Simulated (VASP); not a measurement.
Wanted: the native input for a VASP 6.6.1 run.

| Quantity | Value |
| --- | --- |
| Task | single point |
| Functional | PBEsol |
| Dispersion | D3(BJ) |
| Potentials or basis | VASP PAW PBE potentials, release 64 (Cs_sv) |
| Cutoff | 520 eV |
| k mesh | 6 × 6 × 6 |
| Occupations | fermi-dirac, width 0.2 eV |
| Spin | no spin polarisation |
| Dipole correction | no |
| Further INCAR settings | ALGO = Normal; EDIFF = 1e-07; NBANDS = 10 |

The structure of Cs lies in POSCAR:

```
Cs
1.0
   -2.7316225311      2.7316225311      4.0697409164
    2.7316225311     -2.7316225311      4.0697409164
    2.7316225311      2.7316225311     -4.0697409164
Cs
1
Direct
    0.0000000000      0.0000000000      0.0000000000
```

These files were run (other wordings do the same):

INCAR

```
PREC = Accurate ; ENCUT = 520
EDIFF = 1E-7 ; ISMEAR = -1
SIGMA = 0.2 ; LREAL = False
LASPH = True ; NELM = 100
ALGO = Normal ; ISIF = 2
LWAVE = False ; LCHARG = False
GGA = PS ; IVDW = 12
NBANDS = 10
```

KPOINTS

```
Automatic mesh
0
Gamma
  6 6 6
```

Potentials or basis: VASP PAW PBE potentials, release 64 (Cs_sv).

Launch:

```console
$ cat potpaw_PBE.64/Cs_sv/POTCAR > POTCAR
$ mpirun -np 1 vasp_std > vasp.out
```

It gave:

```
Pressure                   : -0.3 GPa
Band gap on the k mesh     : zero (an odd number of electrons rules out a gap without spin polarisation)
Dispersion energy per atom : -0.107 eV
```

Caveat: three body term missing; the PAW data sets were made with another functional, which shifts forces and pressure a little; spin-orbit coupling is left out, which moves the levels of the heavy elements.

It took 59 s on 1 thread of Intel Xeon 8259CL, with other jobs on the host, peak memory 0.26 GiB.
